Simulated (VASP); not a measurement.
A run of VASP 6.6.1:

File INCAR:

```
PREC = Accurate
ENCUT = 520
EDIFF = 1E-6
ISMEAR = 0
SIGMA = 0.15
LREAL = False
LASPH = True
NELM = 60
ALGO = Fast
ISIF = 2
LWAVE = False
LCHARG = False
GGA = PS
NBANDS = 18
```

File KPOINTS:

```
Automatic mesh
0
Gamma
  24 24 12
```

POSCAR

```
Cu
1.0
    2.4478708505      0.0000000000      0.0000000000
   -1.2239354252      2.1199183417      0.0000000000
    0.0000000000      0.0000000000      3.8402197902
Cu
2
Direct
    0.3333333333      0.6666666667      0.2500000000
    0.6666666667      0.3333333333      0.7500000000
```

Potentials or basis: VASP PAW PBE potentials, release 64 (Cu).

Launch:

```bash
$ cat potpaw_PBE.64/Cu/POTCAR > POTCAR
$ mpirun -np 1 vasp_std > vasp.out
```

Hardware: 1 thread of Intel(R) Xeon(R) 6975P-C (Granite Rapids), with other jobs on the host.

Question: Estimate the wall time of this run.

Answer: Wall time 62 s on 1 thread of Intel(R) Xeon(R) 6975P-C (Granite Rapids), with other jobs on the host, peak memory 0.22 GiB. Counts: scf iterations 15, k points 427.
